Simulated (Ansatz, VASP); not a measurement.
# Two plane-wave programs on SrCl2

```
Sr Cl
1.0
     2.45672    1.41839    4.01532
    -2.45672    1.41839    4.01532
     0.00000   -2.83678    4.01532
Sr Cl
1 2
Direct
  0.00000 0.00000 0.00000
  0.24995 0.24995 0.24995
  0.75005 0.75005 0.75005
```

Alike in both runs: task single point; functional PBE-based global hybrid with a share of 0.05 of exact exchange; k mesh 4 × 4 × 4; no spin polarisation.

```csv
,VASP,Ansatz
version,VASP 6.6.1,Ansatz 0.2.0
potentials or method,"VASP PAW PBE potentials, release 64 (Sr_sv, Cl)",plane waves
plane-wave cutoff (eV),520,420
occupations,"gaussian, width 0.01 eV",fixed
valence electrons in the cell,24,24
```

```tsv
	VASP	Ansatz	Ansatz less VASP
gap on the k mesh at the Fermi level (eV)	5.78	5.78	+0.003
pressure (GPa)	1.4	1.3	-0.07
```

VASP's potentials were made for PBE, not for PBE-based global hybrid. Ansatz's warnings: stress exchange threshold loose, stress scf threshold loose.
